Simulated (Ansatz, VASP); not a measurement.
# Two plane-wave programs on Y

Contents of INCAR:

```
ALGO = Fast
EDIFF = 1E-6
ENCUT = 520
GGA = PS
ISIF = 2
ISMEAR = 0
LASPH = T
LCHARG = T
LELF = T
LREAL = F
LVHAR = T
LWAVE = F
NBANDS = 18
NELM = 60
PREC = Accurate
SIGMA = 0.15
```

File KPOINTS:

```
k-points
0
Gamma
  15 15 8
```

Contents of POSCAR:

```
Y
1.0
    3.9436191761      0.0000000000      0.0000000000
   -1.9718095880      3.4152743893      0.0000000000
    0.0000000000      0.0000000000      5.2876080000
Y
2
Direct
    0.3333333333      0.6666666667      0.2500000000
    0.6666666667      0.3333333333      0.7500000000
```

Input for Ansatz:

```yaml
crystal:
  lattice:
    - [3.9436191761, 0.0, 0.0]
    - [-1.971809588, 3.4152743893, 0.0]
    - [0.0, 0.0, 5.287608]
  atoms:
    - { symbol: "Y", position: [0.3333333333, 0.6666666667, 0.25] }
    - { symbol: "Y", position: [0.6666666667, 0.3333333333, 0.75] }
basis:
  ecutwfc: 420
kpoints:
  mp_grid: { grid: [15, 15, 8] }
hamiltonian:
  xc: pbesol
scf:
  occupations: { method: gaussian, width: 0.15 }
output:
  forces: true
  stress: true
  eigenvalues: true
```

Change from the starting cell: strain +0.080 along x and y, -0.080 along z, atoms carried along.

Alike in both runs: task single point; functional PBEsol; k mesh 15 × 15 × 8; occupations gaussian, width 0.15 eV; no spin polarisation.

|  | VASP | Ansatz |
| --- | --- | --- |
| version | VASP 6.6.1 | Ansatz 0.2.0 |
| potentials or method | VASP PAW PBE potentials, release 64 (Y_sv), cutoff 520 eV | scalar-relativistic, plane waves, PAW |
| valence electrons in the cell | 22 | 22 |

```tsv
	VASP	Ansatz	Ansatz less VASP
gap on the k mesh at the Fermi level (eV)	none	none	-
pressure (GPa)	-4.3	-4.3	+0.06
traceless stress, the component that is largest in VASP (GPa)	4.67	4.67	+0.006
```

VASP's potentials were made for PBE, not for PBEsol. A gap of «none» marks a metal or a gap that the smearing closes. The functional is the same, so the differences come from potentials, cutoffs and numerics.
